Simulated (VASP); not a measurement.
A run of VASP 6.6.1 is set up as follows.

Contents of INCAR:

```
SYSTEM = NaI
PREC = Accurate ; ENCUT = 520
EDIFF = 1E-6 ; ISMEAR = 0
SIGMA = 0.05 ; LREAL = .FALSE.
LASPH = .TRUE. ; NELM = 100
ALGO = Normal ; ISIF = 2
LWAVE = .FALSE. ; LCHARG = .FALSE.
GGA = PE ; NBANDS = 14
```

Contents of KPOINTS:

```
regular mesh
0
G
  6 6 6
  0 0 0
```

POSCAR

```
NaI
1.0
    0.0000000000      3.2364000000      3.2364000000
    3.2364000000      0.0000000000      3.2364000000
    3.2364000000      3.2364000000      0.0000000000
Na I
1 1
Direct
    0.0000000000      0.0000000000      0.0000000000
    0.5289673712      0.4710326288      0.5289673712
```

Potentials or basis: VASP PAW PBE potentials, release 64 (Na_pv, I).

The run is started by

```bash
$ cat potpaw_PBE.64/Na_pv/POTCAR potpaw_PBE.64/I/POTCAR > POTCAR
$ mpirun -np 1 vasp_std > vasp.out
```

Q: Estimate the band gap on the k mesh.

A: 3.65 eV, direct.

Q: Predict the largest force.

A: 0.191 eV/Å.

Stress tensor (GPa, compression positive):
```
0.41 0.00 0.00
0.00 1.09 0.00
0.00 0.00 0.41
```

Caveat: the cell differs from its parent crystal (all I atoms moved +0.188 Å, as atom 2 along Cartesian [0 1 0]); spin-orbit coupling is left out, which moves the levels of the heavy elements.
